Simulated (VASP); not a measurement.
CdS: relaxation of cell and atoms with BLYP

The system is CdS.

```
Cd S
1.0
     4.26117    0.00000    0.00000
    -2.13058    3.69028    0.00000
     0.00000    0.00000    5.80417
Cd S
1 1
Direct
  0.00000 0.00000 0.44269
  0.66667 0.33333 0.43431
```

| Quantity | Value |
| --- | --- |
| Program | VASP 6.6.1 |
| Task | relaxation of cell and atoms |
| Functional | BLYP |
| Potentials or basis | VASP PAW PBE potentials, release 64 (Cd, S) |
| Cutoff | 600 eV |
| k mesh | 7 × 7 × 5 |
| Occupations | fermi-dirac, width 0.05 eV |
| Spin | no spin polarisation |
| Dipole correction | no |
| Further INCAR settings | ALGO = Normal; EDIFF = 1e-06; IBRION = 2; EDIFFG = -0.01; NSW = 60; ISIF = 3 |

The relaxed cell is a = 4.326 Å, b = 4.326 Å, c = 6.506 Å, α = 90.00°, β = 90.00°, γ = 120.00°, the space group after relaxing (to 0.1 Å) is P3m1 (No. 156) and the energy gained by relaxing is 10.2 meV/atom. The ionic steps are 10 and the pressure after relaxing is 0.0 GPa. The band gap on the k mesh is 1.33 eV.

Step by step:
| step | energy change (eV) | largest force (eV/Å) | pressure (GPa) | volume (Å³) |
| --- | --- | --- | --- | --- |
| 1 | 0.0000 | 0.0112 | 1.29 | 91.27 |
| 2 | -0.0091 | 0.0057 | -0.70 | 96.19 |
| 3 | -0.0160 | 0.0004 | 0.03 | 94.17 |
| 4 | -0.0160 | 0.0007 | 0.04 | 94.11 |
| 5 | -0.0161 | 0.0006 | 0.05 | 94.24 |
| 6 | -0.0163 | 0.0005 | 0.06 | 94.60 |
| 7 | -0.0168 | 0.0004 | 0.04 | 95.32 |
| 8 | -0.0176 | 0.0001 | 0.04 | 96.76 |
| 9 | -0.0189 | 0.0005 | 0.04 | 99.65 |
| 10 | -0.0205 | 0.0017 | 0.03 | 105.43 |

Final structure:
```
Cd S
1.0
     4.32573    0.00000    0.00000
    -2.16287    3.74619    0.00000
     0.00000    0.00000    6.50598
Cd S
1 1
Direct
  0.00000 0.00000 0.44316
  0.66667 0.33333 0.43384
```

Levels at points of the mesh, in eV from the valence-band top:
```
           k point  band 6  band 7  band 8  band 9  band 10  band 11  band 12  band 13
(0.00, 0.00, 0.00)   -6.92   -0.95    0.00    0.00     1.33     5.48     6.34     6.93
```

It took 5.3 min on 1 thread of Intel(R) Xeon(R) Platinum 8488C (Sapphire Rapids), with other jobs on the host, peak memory 0.27 GiB.

Caveat: the volume moved by over 15 % at a fixed basis, so the end points are rough; the PAW data sets were made with another functional, which shifts forces and pressure a little. A k mesh can miss the band edges.
